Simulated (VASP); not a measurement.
# CaSe (Fm-3m) in VASP: notebook

The runs below take CaSe through relaxation of the atoms, with r2SCAN.

Everything below comes from runs of VASP 6.6.1. Logs are shortened: lines on timing, memory, paths and dates and some standing lists are left out, and cuts for length are marked.

## Step 1: The cell of the first run

Symmetry: Fm-3m, No. 225, cubic system. The conventional cell has a = 6.013 Å, b = 6.013 Å, c = 6.013 Å, α = 90.00°, β = 90.00°, γ = 90.00°. Within 4.0 Å of Ca (site symmetry m-3m) lie 6 Se at 3.01 Å. Within 4.0 Å of Se (site symmetry m-3m) lie 6 Ca at 3.01 Å.

## Step 2: Relaxation of the atoms, r2SCAN

The input, POSCAR:

```
CaSe
1.0
    0.0000000000      3.0062741200      3.0062741200
    3.0062741200      0.0000000000      3.0062741200
    3.0062741200      3.0062741200      0.0000000000
Ca Se
1 1
Direct
    0.0000000000      0.0000000000      0.0000000000
    0.5000000000      0.5000000000      0.5000000000
```

The input, INCAR.step1:

```
  PREC = Accurate
  ENCUT = 520
  ISMEAR = -1
  SIGMA = 0.02
  LREAL = False
  LASPH = True
  NELM = 100
  GGA = PE
  ALGO = Normal
  EDIFF = 1E-4
  LWAVE = True
  LCHARG = False
```

The input, INCAR.step2:

```
  PREC = Accurate
  ENCUT = 520
  EDIFF = 1E-6
  ISMEAR = -1
  SIGMA = 0.02
  LREAL = False
  LASPH = True
  NELM = 100
  ALGO = Normal
  ISIF = 2
  LWAVE = False
  LCHARG = False
  METAGGA = R2SCAN
  LMIXTAU = True
  IBRION = 2
  NSW = 50
  EDIFFG = -0.01
  ISTART = 1
```

The input, KPOINTS:

```
regular mesh
0
Gamma
  8 8 8
```

Potentials or basis: VASP PAW PBE potentials, release 64 (Ca_sv, Se).

Started as:

```bash
> cat potpaw_PBE.64/Ca_sv/POTCAR potpaw_PBE.64/Se/POTCAR > POTCAR
> cp INCAR.step1 INCAR
> mpirun -np 1 vasp_std > vasp.out
> cp INCAR.step2 INCAR
> mpirun -np 1 vasp_std > vasp.out
```

OUTCAR:

```text
PREC = Accurate
   ENCUT = 520
   EDIFF = 1E-6
   ISMEAR = -1
   LREAL = False
   LASPH = True
   NELM = 100
   ISIF = 2
   METAGGA = R2SCAN
   IBRION = 2
   NSW = 50
   EDIFFG = -0.01
   ISTART = 1

 ion  position               nearest neighbor table
   1  0.000  0.000  0.000-
   2  0.500  0.500  0.500-

  LATTYP: Found a face centered cubic cell.
 ALAT       =     6.0125482400

  Lattice vectors:

 A1 = (   0.0000000000,   3.0062741200,   3.0062741200)
 A2 = (   3.0062741200,   0.0000000000,   3.0062741200)
 A3 = (   3.0062741200,   3.0062741200,   0.0000000000)

Analysis of symmetry for initial positions (statically):
=====================================================================
 Subroutine PRICEL returns:
 Original cell was already a primitive cell.

 Routine SETGRP: Setting up the symmetry group for a
 face centered cubic supercell.

 Subroutine GETGRP returns: Found 48 space group operations
 (whereof 48 operations were pure point group operations)
 out of a pool of 48 trial point group operations.

The static configuration has the point symmetry O_h .

Analysis of symmetry for dynamics (positions and initial velocities):
=====================================================================
 Subroutine PRICEL returns:
 Original cell was already a primitive cell.

 Routine SETGRP: Setting up the symmetry group for a
 face centered cubic supercell.

 Subroutine GETGRP returns: Found 48 space group operations
 (whereof 48 operations were pure point group operations)
 out of a pool of 48 trial point group operations.

The dynamic configuration has the point symmetry O_h .

 Subroutine INISYM returns: Found 48 space group operations
 (whereof 48 operations are pure point group operations),
 and found     1 'primitive' translations

----------------------------------------------------------------------------------------

                                     Primitive cell

  volume of cell :      54.3395

  direct lattice vectors                    reciprocal lattice vectors
     0.000000000  3.006274120  3.006274120    -0.166318832  0.166318832  0.166318832
     3.006274120  0.000000000  3.006274120     0.166318832 -0.166318832  0.166318832
     3.006274120  3.006274120  0.000000000     0.166318832  0.166318832 -0.166318832

  length of vectors
     4.251513633  4.251513633  4.251513633     0.288072667  0.288072667  0.288072667

  position of ions in fractional coordinates (direct lattice)
     0.000000000  0.000000000  0.000000000
     0.500000000  0.500000000  0.500000000

  ion indices of the primitive-cell ions
   primitive index   ion index
                 1           1
                 2           2

----------------------------------------------------------------------------------------

 KPOINTS: regular mesh

Automatic generation of k-mesh.
 Grid dimensions read from file:
 generate k-points for:    8    8    8

 Generating k-lattice:

  Cartesian coordinates                     Fractional coordinates (reciprocal lattice)
    -0.020789854  0.020789854  0.020789854     0.125000000  0.000000000  0.000000000
     0.020789854 -0.020789854  0.020789854     0.000000000  0.125000000  0.000000000
     0.020789854  0.020789854 -0.020789854     0.000000000  0.000000000  0.125000000

  Length of vectors
     0.036009083  0.036009083  0.036009083

  Shift w.r.t. Gamma in fractional coordinates (k-lattice)
     0.000000000  0.000000000  0.000000000

 Subroutine IBZKPT returns following result:
 ===========================================

 Found     29 irreducible k-points:

 Following reciprocal coordinates:
            Coordinates               Weight
  0.000000  0.000000  0.000000      1.000000
  0.125000  0.000000  0.000000      8.000000
  0.250000  0.000000  0.000000      8.000000
  0.375000  0.000000  0.000000      8.000000
  0.500000  0.000000  0.000000      4.000000
  0.125000  0.125000  0.000000      6.000000
[... 16 lines left out ...]
  0.500000  0.250000  0.125000     48.000000
 -0.375000  0.250000  0.125000     24.000000
 [... further k-points ...]
   k-points           NKPTS =     29   k-points in BZ     NKDIM =     29   number of bands    NBANDS=     12
   number of dos      NEDOS =    301   number of ions     NIONS =      2
   total plane-waves  NPLWV =  32768
   dimension x,y,z NGX =    32 NGY =   32 NGZ =   32
   dimension x,y,z NGXF=    64 NGYF=   64 NGZF=   64
   ions per type =               1   1
   NGX,Y,Z   is equivalent  to a cutoff of  12.51, 12.51, 12.51 a.u.
   NGXF,Y,Z  is equivalent  to a cutoff of  25.03, 25.03, 25.03 a.u.
 SYSTEM =  unknown system
   PREC   = accura    normal or accurate (medium, high low for compatibility)
   ISTART =      1    job   : 0-new  1-cont  2-samecut
   ICHARG =      0    charge: 1-file 2-atom 10-const
   ISPIN  =      1    spin polarized calculation?
   LNONCOLLINEAR =      F non collinear calculations
   LSORBIT =      F    spin-orbit coupling
   LASPH  =      T    aspherical Exc in radial PAW
   ENCUT  =  520.0 eV  38.22 Ry    6.18 a.u.   7.90  7.90  7.90*2*pi/ulx,y,z
   NELM   =    100;   NELMIN=  2; NELMDL=  0     # of ELM steps
   EDIFF  = 0.1E-05   stopping-criterion for ELM
   LREAL  =      F    real-space projection
   EDIFFG = -.1E-01   stopping-criterion for IOM
   NSW    =     50    number of steps for IOM
   IBRION =      2    ionic relax: 0-MD 1-quasi-New 2-CG
   NFREE  =      1    steps in history (QN), initial steepest desc. (CG)
   ISIF   =      2    stress and relaxation
   ISYM   =      2    0-nonsym 1-usesym 2-fastsym
   POTIM  = 0.5000    time-step for ionic-motion
   TEBEG  =    0.0;   TEEND  =   0.0 temperature during run
   PSTRESS=    0.0 pullay stress
   NELECT =      16.0000    total number of electrons
   NUPDOWN=      -1.0000    fix difference up-down
   EMIN   =  10.00;   EMAX   =-10.00  energy-range for DOS
   EFERMI =   0.00;   METHOD = LEGACY
   ISMEAR =    -1;   SIGMA  =   0.02  broadening in eV -4-tet -1-fermi 0-gaus
   EFERMI_NEDOS =   21; number of points for ismear=-14 and -15
   IALGO  =     38    algorithm
   IMIX   =      4    mixing-type and parameters
     AMIX     =   0.40;   BMIX     =  1.00
     AMIX_MAG =   1.60;   BMIX_MAG =  1.00
  volume/ion in A,a.u.               =      27.17       183.35
  Fermi-wavevector in a.u.,A,eV,Ry     =   1.089121  2.058141 16.139029  1.186185
  Thomas-Fermi vector in A             =   2.225318
   LORBIT       =      0    0 simple, 1 ext, 2 COOP (PROOUT), +10 PAW based schemes
   METAGGA = R2SCAN    functional components
   LHFCALC =     F    Hartree Fock is set to
   AEXX    =    0.0000 exact exchange contribution
   IVDW    =     0    specifies the selected vdW correction
   LEPSILON=     F    determine dielectric tensor
   LRPA    =     F    only Hartree local field effects (RPA)
 conjugate gradient relaxation of ions
 non-spin polarized calculation
  energy-cutoff  :      520.00
  volume of cell :       54.34
 maximum number of plane-waves:      1476
   NGX = 15   NGY = 15   NGZ = 15

 number of electron      15.9999999 magnetization

 Free energy of the ion-electron system (eV)
  ---------------------------------------------------
  ext. energy  EPLUGINS =         0.00000000
  ---------------------------------------------------
  free energy    TOTEN  =       -25.96985999 eV

  energy without entropy =      -25.96985999  energy(sigma->0) =      -25.96985999

 E-fermi :   2.2944     XC(G=0):  -9.3628

 val. band max:        1.8550498620   @ k =   0.0000   0.0000   0.0000
 cond. band min:       4.4578751723   @ k =   0.5000   0.5000   0.0000
 fundamental gap:      2.6028253103
 Fermi energy:         2.2943936291

 k-point     1 :       0.0000    0.0000    0.0000
  band No.  band energies     occupation
      1     -39.5999      2.00000
      2     -19.7017      2.00000
      3     -19.7017      2.00000
      4     -19.7017      2.00000
      5     -10.1709      2.00000
      6       1.8550      2.00000
      7       1.8550      2.00000
      8       1.8550      2.00000
      9       5.7131      0.00000
     10       6.0928      0.00000
     11       6.0928      0.00000
     12       6.0928      0.00000

 k-point     2 :       0.1250    0.0000    0.0000
  band No.  band energies     occupation
      1     -39.5992      2.00000
      2     -19.7154      2.00000
      3     -19.7026      2.00000
      4     -19.7025      2.00000
      5     -10.0860      2.00000
      6       1.1638      2.00000
      7       1.6460      2.00000
      8       1.6460      2.00000
      9       5.9951      0.00000
     10       6.2982      0.00000
     11       6.2982      0.00000
     12       6.6321      0.00000

 k-point     3 :       0.2500    0.0000    0.0000
  band No.  band energies     occupation
      1     -39.5974      2.00000
      2     -19.7480      2.00000
      3     -19.7047      2.00000
      4     -19.7047      2.00000
      5      -9.8712      2.00000
      6      -0.0072      2.00000
      7       1.2296      2.00000
      8       1.2296      2.00000
      9       6.1137      0.00000
     10       6.8042      0.00000
     11       6.8042      0.00000
     12       7.9984      0.00000
[... 286 lines left out ...]
 k-point    23 :       0.5000    0.2500    0.1250
  band No.  band energies     occupation
      1     -39.5946      2.00000
      2     -19.7689      2.00000
      3     -19.7264      2.00000
      4     -19.7124      2.00000
      5      -9.6074      2.00000
      6      -0.6748      2.00000
      7       0.5222      2.00000
      8       0.7986      2.00000
      9       6.2530      0.00000
     10       7.5486      0.00000
     11       7.8410      0.00000
     12       7.9739      0.00000

 k-point    24 :      -0.3750    0.2500    0.1250
  band No.  band energies     occupation
      1     -39.5941      2.00000
      2     -19.7761      2.00000
      3     -19.7277      2.00000
      4     -19.7150      2.00000
      5      -9.5426      2.00000
      6      -0.8113      2.00000
      7       0.3358      2.00000
      8       0.7122      2.00000
      9       6.8325      0.00000
     10       7.1193      0.00000
     11       8.0494      0.00000
     12       8.3112      0.00000

 [... further k-points ...]
[... 5 lines left out ...]
  --------------------------------------------------------------------------------------
  -------------------------------------------------------------------------------------
  Total       -0.5668335     -0.5668335     -0.5668335     -0.0000000      0.0000000      0.0000000
  in kB      -16.7128440    -16.7128440    -16.7128440     -0.0000000      0.0000000      0.0000000
  external PRESSURE =     -16.7128440 kB  Pullay stress =       0.0000000 kB

 VOLUME and BASIS-vectors are now :
 -----------------------------------------------------------------------------
  energy-cutoff  :      520.00
  volume of cell :       54.34
      direct lattice vectors                 reciprocal lattice vectors
     0.000000000  3.006274120  3.006274120    -0.166318832  0.166318832  0.166318832
     3.006274120  0.000000000  3.006274120     0.166318832 -0.166318832  0.166318832
     3.006274120  3.006274120  0.000000000     0.166318832  0.166318832 -0.166318832

 POSITION                                       TOTAL-FORCE (eV/Angst)
 -----------------------------------------------------------------------------------
      0.00000      0.00000      0.00000         0.000000     -0.000000     -0.000000
      3.00627      3.00627      3.00627        -0.000000      0.000000      0.000000
 -----------------------------------------------------------------------------------
    total drift:                                0.000000     -0.000000     -0.000000

  FREE ENERGIE OF THE ION-ELECTRON SYSTEM (eV)
  ---------------------------------------------------
  free  energy   TOTEN  =       -25.9698599874 eV

  energy  without entropy=      -25.9698599874  energy(sigma->0) =      -25.96985999

 reached required accuracy - stopping structural energy minimisation
```

Wall time 70 s (1 thread of Intel Xeon Platinum 8488C (Sapphire Rapids), shared host); peak memory 0.19 GiB.

What came out:

| Item | Value |
| --- | --- |
| Free energy | -25.9699 eV |
| Pressure after relaxing | -1.7 GPa |
| Band gap on the k mesh | 2.60 eV (least direct gap 3.50 eV) |

Final structure:
```
Ca Se
1.0
     0.00000    3.00627    3.00627
     3.00627    0.00000    3.00627
     3.00627    3.00627    0.00000
Ca Se
1 1
Direct
  0.00000 0.00000 0.00000
  0.50000 0.50000 0.50000
```

Caveat: the relaxation stopped at its first step, so nothing moved; the PAW data sets were made with another functional, which shifts forces and pressure a little.

## Step 3: Relaxation of the atoms, r2SCAN

This run uses another cell than the first one, of 27.69 Å³/atom.

The input, POSCAR:

```
CaSe
1.0
    0.0000000000      3.0254228700      3.0254228700
    3.0254228700      0.0000000000      3.0254228700
    3.0254228700      3.0254228700      0.0000000000
Ca Se
1 1
Direct
    0.0000000000      0.0000000000      0.0000000000
    0.5000000000      0.5000000000      0.5000000000
```

The input, INCAR.step1:

```
PREC = Accurate
ENCUT = 520
ISMEAR = -1
SIGMA = 0.02
LREAL = F
LASPH = T
NELM = 100
GGA = PE
ALGO = Normal
EDIFF = 1E-4
LWAVE = T
LCHARG = F
```

The input, INCAR.step2:

```
PREC = Accurate
ENCUT = 520
EDIFF = 1E-6
ISMEAR = -1
SIGMA = 0.02
LREAL = F
LASPH = T
NELM = 100
ALGO = Normal
ISIF = 2
LWAVE = F
LCHARG = F
METAGGA = R2SCAN
LMIXTAU = T
IBRION = 2
NSW = 50
EDIFFG = -0.01
ISTART = 1
```

The input, KPOINTS:

```
Automatic mesh
0
Gamma
  8 8 8
```

Potentials or basis: VASP PAW PBE potentials, release 64 (Ca_sv, Se).

Started as:

```bash
> cat potpaw_PBE.64/Ca_sv/POTCAR potpaw_PBE.64/Se/POTCAR > POTCAR
> cp INCAR.step1 INCAR
> mpirun -np 1 vasp_std > vasp.out
> cp INCAR.step2 INCAR
> mpirun -np 1 vasp_std > vasp.out
```

Run time: 66 s. Hardware: 1 thread of Intel Xeon Platinum 8488C (Sapphire Rapids), shared host; peak memory 0.18 GiB.

The run converged. Its results:

* Free energy: -25.9565 eV
* Pressure after relaxing: -2.5 GPa
* Band gap on the k mesh: 2.64 eV (least direct gap 3.52 eV)

Final structure:
```
Ca Se
1.0
     0.00000    3.02542    3.02542
     3.02542    0.00000    3.02542
     3.02542    3.02542    0.00000
Ca Se
1 1
Direct
  0.00000 0.00000 0.00000
  0.50000 0.50000 0.50000
```

Levels at points of the mesh, in eV from the valence-band top:
| k point | band 4 | band 5 | band 6 | band 7 | band 8 | band 9 | band 10 | band 11 | band 12 |
| --- | --- | --- | --- | --- | --- | --- | --- | --- | --- |
| (0.00, 0.00, 0.00) | -21.62 | -11.96 | 0.00 | 0.00 | 0.00 | 3.75 | 4.24 | 4.24 | 4.24 |
| (0.50, 0.00, 0.00) | -21.62 | -11.36 | -3.03 | -1.05 | -1.05 | 4.99 | 5.89 | 5.93 | 5.93 |
| (0.50, 0.50, 0.00) | -21.64 | -11.44 | -2.37 | -0.88 | -0.88 | 2.64 | 5.49 | 5.50 | 6.38 |

Caveat: the relaxation stopped at its first step, so nothing moved; the PAW data sets were made with another functional, which shifts forces and pressure a little. A k mesh can miss the band edges.
